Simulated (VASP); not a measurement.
Crystal: BN.

```
B N
1.0
     2.54397    0.00000    0.00000
    -1.27198    2.20314    0.00000
     0.00000    0.00000    4.20774
B N
2 2
Direct
  0.66383 0.34723 0.00709
  0.33050 0.68057 0.50709
  0.66950 0.31943 0.61791
  0.33617 0.65277 0.11791
```

| Quantity | Value |
| --- | --- |
| Program | VASP 6.6.1 |
| Task | relaxation of cell and atoms |
| Functional | r2SCAN |
| Potentials or basis | VASP PAW PBE potentials, release 64 (B, N) |
| Cutoff | 600 eV |
| k mesh | 12 × 12 × 6 |
| Occupations | gaussian, width 0.05 eV |
| Spin | no spin polarisation |

At the start: pressure 4.9 GPa; volume 5.90 Å³/atom.

Q: Where does the relaxation end?

A: Over 8 steps the energy falls by 64.3 meV/atom and the volume is 5.91 Å³/atom (+0.3 %); space group Cc (No. 9, to 0.1 Å) before, P6_3mc (No. 186, to 0.1 Å).

The path:
```csv
step,energy change (eV),largest force (eV/Å),pressure (GPa),volume (Å³)
1,0.0000,2.7481,4.94,23.58
2,0.2473,2.9215,-3.12,24.21
3,-0.2511,0.3373,-2.53,23.82
4,-0.2511,0.3262,-2.44,23.82
5,-0.2529,0.2911,1.66,23.55
6,-0.2570,0.0446,-0.29,23.67
7,-0.2570,0.0412,0.24,23.64
8,-0.2571,0.0085,0.04,23.65
```

Final structure:
```xyz
4
Lattice="2.5465 0.0001 -0.0004 -1.2731 2.2052 0.0006 -0.0007 0.0008 4.2118" Properties=species:S:1:pos:R:3 pbc="T T T"
B     1.2725    0.7361    4.2109
B    -0.0004    1.4707    2.1054
N     1.2729    0.7356    2.6331
N     0.0001    1.4702    0.5276
```

Caveat: the PAW data sets were made with another functional, which shifts forces and pressure a little.
